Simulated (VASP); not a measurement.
Here is a VASP 6.6.1 calculation.

File INCAR:

```
ALGO = Normal
EDIFF = 1E-6
ENCUT = 520
GGA = PE
ISIF = 2
ISMEAR = 0
LASPH = T
LCHARG = F
LREAL = F
LWAVE = F
NBANDS = 26
NELM = 100
PREC = Accurate
SIGMA = 0.1
```

Contents of KPOINTS:

```
k-points
0
Gamma
  6 6 4
```

POSCAR

```
In2SbN
1.0
    4.0665597200      0.0000000000      0.0000000000
   -2.0332798600      3.5217440200      0.0000000000
    0.0000000000      0.0000000000      5.3359266000
In Sb N
2 1 1
Direct
    0.0000000000      0.0000000000      0.7468175900
    0.0000000000      0.0000000000      0.2531824100
    0.6666666700      0.3333333300      0.5000000000
    0.3333333300      0.6666666700      0.0000000000
```

Potentials or basis: VASP PAW PBE potentials, release 64 (In_d, Sb, N).

The run is started by

```console
$ cat potpaw_PBE.64/In_d/POTCAR potpaw_PBE.64/Sb/POTCAR potpaw_PBE.64/N/POTCAR > POTCAR
$ mpirun -np 1 vasp_std > vasp.out
```

**Question.** Estimate the largest force.

**Answer.** 4.319 eV/Å.

**Question.** Estimate the band gap on the k mesh.

**Answer.** Zero (bands 18 and 19 overlap by 1.42 eV).

**Question.** What does it give for the pressure?

**Answer.** 21.7 GPa.

Forces in eV/Å, atoms in the order of the input:
```
In   0.000  0.000  4.319
In   0.000  0.000 -4.319
Sb   0.000  0.000  0.000
N    0.000  0.000  0.000
```

Caveat: the cell stands under pressure; spin-orbit coupling is left out, which moves the levels of the heavy elements; forces of over 1 eV/Å act on the atoms, so gaps and moduli don't describe the material at rest.
